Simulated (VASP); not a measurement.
A run of VASP 6.6.1 is set up as follows.

The input POSCAR:

```
ZnS
1.0
    3.7077087516      0.0000000000      0.0000000000
   -1.8538543758      3.2109699688      0.0000000000
    0.0000000000      0.0000000000      6.1011284239
Zn S
2 2
Direct
    0.3333333333      0.6666666667      0.0059162481
    0.6666666667      0.3333333333      0.5059162481
    0.3333333333      0.6666666667      0.3790837519
    0.6666666667      0.3333333333      0.8790837519
```

The input INCAR.step1:

```
SYSTEM = ZnS
PREC     = Accurate       ! precision mode
ENCUT    = 520            ! plane-wave cutoff, eV
ISMEAR   = 0              ! smearing method
SIGMA    = 0.01           ! smearing width, eV
LREAL    = .False.        ! projectors in reciprocal space
LASPH    = .True.         ! aspherical terms in the spheres
NELM     = 100            ! most SCF steps
NBANDS   = 26             ! bands
GGA      = PE             ! functional
ALGO     = Normal         ! electronic algorithm
EDIFF    = 1E-4           ! SCF threshold, eV
LWAVE    = .True.         ! write WAVECAR
LCHARG   = .False.        ! write CHGCAR
```

File INCAR.step2:

```
SYSTEM = ZnS
PREC     = Accurate       ! precision mode
ENCUT    = 520            ! plane-wave cutoff, eV
EDIFF    = 1E-7           ! SCF threshold, eV
ISMEAR   = 0              ! smearing method
SIGMA    = 0.01           ! smearing width, eV
LREAL    = .False.        ! projectors in reciprocal space
LASPH    = .True.         ! aspherical terms in the spheres
NELM     = 100            ! most SCF steps
ALGO     = Normal         ! electronic algorithm
ISIF     = 2              ! what is computed and relaxed
LWAVE    = .False.        ! write WAVECAR
LCHARG   = .False.        ! write CHGCAR
METAGGA  = R2SCAN         ! meta-GGA
LMIXTAU  = .True.       
NBANDS   = 26             ! bands
ISTART   = 1
```

Contents of KPOINTS:

```
Automatic mesh
0
Gamma
  6 6 4
  0 0 0
```

Potentials or basis: VASP PAW PBE potentials, release 64 (Zn, S).

Command:

```bash
$ cat potpaw_PBE.64/Zn/POTCAR potpaw_PBE.64/S/POTCAR > POTCAR
$ cp INCAR.step1 INCAR
$ mpirun -np 1 vasp_std > vasp.out
$ cp INCAR.step2 INCAR
$ mpirun -np 1 vasp_std > vasp.out
```

What does it give for the largest force?

0.010 eV/Å.

What does it give for the band gap on the k mesh?

3.15 eV.

Forces in eV/Å, atoms in the order of the input:
```
Zn   0.000  0.000 -0.010
Zn   0.000  0.000 -0.010
S    0.000  0.000  0.010
S    0.000  0.000  0.010
```

Caveat: the PAW data sets were made with another functional, which shifts forces and pressure a little.
